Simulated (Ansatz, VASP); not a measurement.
## One calculation of InP, two programs

```xyz
2
Lattice="0.0000 2.6136 2.6136 2.6136 0.0000 2.6136 2.6136 2.6136 0.0000" Properties=species:S:1:pos:R:3 pbc="T T T"
In    0.0000    0.0000    0.0000
P     2.6136    2.6136    2.6136
```

Alike in both runs: task single point; functional PBE; k mesh 14 × 14 × 14; occupations gaussian, width 0.05 eV; no spin polarisation.

|  | VASP | Ansatz |
| --- | --- | --- |
| version | VASP 6.6.1 | Ansatz 0.2.0 |
| potentials or method | VASP PAW PBE potentials, release 64 (In_d, P), cutoff 520 eV | scalar-relativistic, plane waves, PAW |
| valence electrons in the cell | 18 | 18 |

```tsv
	VASP	Ansatz	Ansatz less VASP
gap on the k mesh at the Fermi level (eV)	none	none	-
pressure (GPa)	19.4	19.5	+0.07
```

A gap of «none» marks a metal or a gap that the smearing closes.
